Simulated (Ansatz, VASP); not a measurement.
## One calculation of KZnF3, two programs

```
K Zn F
1.0
     4.05194    0.00000    0.00000
     0.00000    4.05194    0.00000
     0.36467    0.00000    4.05194
K Zn F
1 1 3
Direct
  0.00000 0.00000 0.00000
  0.50000 0.50000 0.50000
  0.00000 0.50000 0.50000
  0.50000 0.00000 0.50000
  0.50000 0.50000 0.00000
```

Alike in both runs: task single point; functional PBEsol; k mesh 6 × 6 × 6; occupations gaussian, width 0.02 eV; no spin polarisation.

```csv
,VASP,Ansatz
version,VASP 6.6.1,Ansatz 0.2.0
potentials or method,"VASP PAW PBE potentials, release 64 (K_sv, Zn, F), cutoff 520 eV","scalar-relativistic, plane waves, PAW"
valence electrons in the cell,42,42
```

```tsv
	VASP	Ansatz	Ansatz less VASP
gap on the k mesh at the Fermi level (eV)	3.60	3.68	+0.073
least direct gap on the mesh (eV)	5.19	5.23	+0.041
pressure (GPa)	0.4	0.1	-0.33
traceless stress, the component that is largest in VASP (GPa)	-3.07	-3.09	-0.025
```

VASP's potentials were made for PBE, not for PBEsol. The functional is the same, so the differences come from potentials, cutoffs and numerics.
